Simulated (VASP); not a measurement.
Set up this calculation in VASP 6.6.1, as the native input.

* Task: single point
* Functional: PBE
* Potentials or basis: VASP PAW PBE potentials, release 64 (Ba_sv, Y_sv, Si)
* Cutoff: 520 eV
* k mesh: 6 × 6 × 6
* Occupations: gaussian, width 0.1 eV
* Spin: no spin polarisation
* Dipole correction: no
* Further INCAR settings: ALGO = Fast; EDIFF = 1e-06; NBANDS = 32

The structure of BaY3Si lies in POSCAR:

```
BaY3Si
1.0
    3.9763169451      2.2957276586      3.2460478269
   -3.9763169451      2.2957276586      3.2460478269
    0.0000000000     -4.5914553172      3.2460478269
Ba Y Si
1 3 1
Direct
    0.0000000000      0.0000000000      0.0000000000
    0.5000000000      0.5000000000      0.0000000000
    0.0000000000      0.5000000000      0.5000000000
    0.5000000000      0.0000000000      0.5000000000
    0.5000000000      0.5000000000      0.5000000000
```

The cell was built from a structure type or drawn by symmetry, and may not be a known phase.

These files were run (other wordings do the same):

INCAR

```
SYSTEM = BaY3Si
PREC = Accurate
ENCUT = 520
EDIFF = 1E-6
ISMEAR = 0
SIGMA = 0.1
LREAL = .False.
LASPH = .True.
NELM = 60
ALGO = Fast
ISIF = 2
LWAVE = .False.
LCHARG = .False.
GGA = PE
NBANDS = 32
```

KPOINTS

```
regular mesh
0
Gamma
  6 6 6
  0 0 0
```

Potentials or basis: VASP PAW PBE potentials, release 64 (Ba_sv, Y_sv, Si).

Launch:

```console
$ cat potpaw_PBE.64/Ba_sv/POTCAR potpaw_PBE.64/Y_sv/POTCAR potpaw_PBE.64/Si/POTCAR > POTCAR
$ mpirun -np 1 vasp_std > vasp.out
```

Results of the run:

The pressure is 0.0 GPa. The band gap on the k mesh is zero (an odd number of electrons rules out a gap without spin polarisation).

Caveat: spin-orbit coupling is left out, which moves the levels of the heavy elements.

Wall time 5.8 min on 1 thread of Intel(R) Xeon(R) 6975P-C (Granite Rapids), on a shared host, peak memory 0.4 GiB.
